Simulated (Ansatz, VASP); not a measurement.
# Hf: VASP beside Ansatz

File POSCAR:

```
Hf
1.0
    0.0000000000      2.2347024152      2.2347024152
    2.2347024152      0.0000000000      2.2347024152
    2.2347024152      2.2347024152      0.0000000000
Hf
1
Direct
    0.0000000000      0.0000000000      0.0000000000
```

Contents of INCAR.step1:

```
PREC = Accurate
ENCUT = 520
ISMEAR = -1
SIGMA = 0.05
LREAL = False
LASPH = True
NELM = 100
NBANDS = 11
GGA = PE
ALGO = Normal
EDIFF = 1E-4
LWAVE = True
LCHARG = False
```

INCAR.step2

```
PREC = Accurate
ENCUT = 520
EDIFF = 1E-6
ISMEAR = -1
SIGMA = 0.05
LREAL = False
LASPH = True
NELM = 100
ALGO = Normal
ISIF = 2
LWAVE = False
LCHARG = False
METAGGA = R2SCAN
LMIXTAU = True
NBANDS = 11
ISTART = 1
```

Contents of KPOINTS:

```
Automatic mesh
0
Gamma
  10 10 10
```

File input.yaml:

```yaml
crystal:
  lattice:
    - [0.0, 2.2347024152, 2.2347024152]
    - [2.2347024152, 0.0, 2.2347024152]
    - [2.2347024152, 2.2347024152, 0.0]
  atoms:
    - { symbol: Hf, position: [0.0, 0.0, 0.0] }
hamiltonian:
  xc: r2scan
  pseudopotentials: { kind: paw }
kpoints:
  mp_grid: { grid: [10, 10, 10] }
scf:
  occupations: { method: fermi_dirac, width: 0.05 }
output:
  forces: true
  stress: true
  eigenvalues: true
```

Alike in both runs: task single point; functional r2SCAN; k mesh 10 × 10 × 10; occupations fermi-dirac, width 0.05 eV; no spin polarisation.

```csv
,VASP,Ansatz
version,VASP 6.6.1,Ansatz 0.2.0
potentials or method,"VASP PAW PBE potentials, release 64 (Hf_pv)",Ansatz PAW
plane-wave cutoff (eV),520,500
valence electrons in the cell,10,26
```

```tsv
	VASP	Ansatz	Ansatz less VASP
gap on the k mesh at the Fermi level (eV)	none	none	-
pressure (GPa)	0.0	0.5	+0.47
```

VASP's potentials were made for PBE, not for r2SCAN. A gap of «none» marks a metal or a gap that the smearing closes. VASP's potentials hold 10 valence electrons a cell and Ansatz's 26, so a difference there can come from the potentials and not from the codes.

Neither program's run includes spin-orbit coupling.
